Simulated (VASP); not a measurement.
Here is a VASP 6.6.1 calculation.

INCAR

```
SYSTEM = TaAs
  ALGO = Normal
  EDIFF = 1E-6
  ENCUT = 520
  GGA = PE
  ISIF = 2
  ISMEAR = 0
  LASPH = .True.
  LCHARG = .True.
  LELF = .True.
  LREAL = .False.
  LVHAR = .True.
  LWAVE = .False.
  NBANDS = 24
  NELM = 80
  PREC = Accurate
  SIGMA = 0.05
```

Contents of KPOINTS:

```
k-points
0
Gamma
  16 16 16
  0 0 0
```

The input POSCAR:

```
TaAs
1.0
   -1.7218133622      1.7218133622      5.8679415361
    1.7218133622     -1.7218133622      5.8679415361
    1.7218133622      1.7218133622     -5.8679415361
Ta As
2 2
Direct
    0.5000500666      1.0000500666      0.5000000000
    0.7500500666      0.7500500666      0.0000000000
    0.0825493534      0.5825493534      0.5000000000
    0.3325493534      0.3325493534      0.0000000000
```

Potentials or basis: VASP PAW PBE potentials, release 64 (Ta_pv, As).

Command:

```sh
$ cat potpaw_PBE.64/Ta_pv/POTCAR potpaw_PBE.64/As/POTCAR > POTCAR
$ mpirun -np 1 vasp_std > vasp.out
```

(1) What does it give for the band gap on the k mesh?

(2) Estimate the pressure.

Results:

(1) zero (bands 16 and 17 overlap by 0.07 eV).

(2) 2.6 GPa.

Caveat: spin-orbit coupling is left out, which moves the levels of the heavy elements.
